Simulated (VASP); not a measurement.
A run of VASP 6.6.1:

File INCAR:

```
SYSTEM = GaN
  ALGO = Normal
  EDIFF = 1E-6
  ENCUT = 520
  GGA = PE
  ISIF = 2
  ISMEAR = 0
  LASPH = .True.
  LCHARG = .False.
  LREAL = .False.
  LWAVE = .False.
  NBANDS = 26
  NELM = 80
  PREC = Accurate
  SIGMA = 0.05
```

Contents of KPOINTS:

```
k-points
0
Gamma
  12 12 6
  0 0 0
```

File POSCAR:

```
GaN
1.0
    3.1799996605      0.0000000000      0.0000000000
   -1.5899998303      2.7539604900      0.0000000000
    0.0000000000      0.0000000000      5.4243000000
Ga N
2 2
Direct
    0.3333333333      0.6666666667      0.0000000000
    0.6666666667      0.3333333333      0.5000000000
    0.3333333333      0.6666666667      0.3750000000
    0.6666666667      0.3333333333      0.8750000000
```

Potentials or basis: VASP PAW PBE potentials, release 64 (Ga_d, N).

The run is started by

```bash
$ cat potpaw_PBE.64/Ga_d/POTCAR potpaw_PBE.64/N/POTCAR > POTCAR
$ mpirun -np 1 vasp_std > vasp.out
```

Hardware: 1 thread of AMD EPYC 9R45 96-Core Processor (Zen 5), on a shared host.

**Question.** How long does it take, and how much memory?

**Answer.** Wall time 54 s on 1 thread of AMD EPYC 9R45 96-Core Processor (Zen 5), on a shared host, peak memory 0.18 GiB. Counts: scf iterations 15, k points 76.
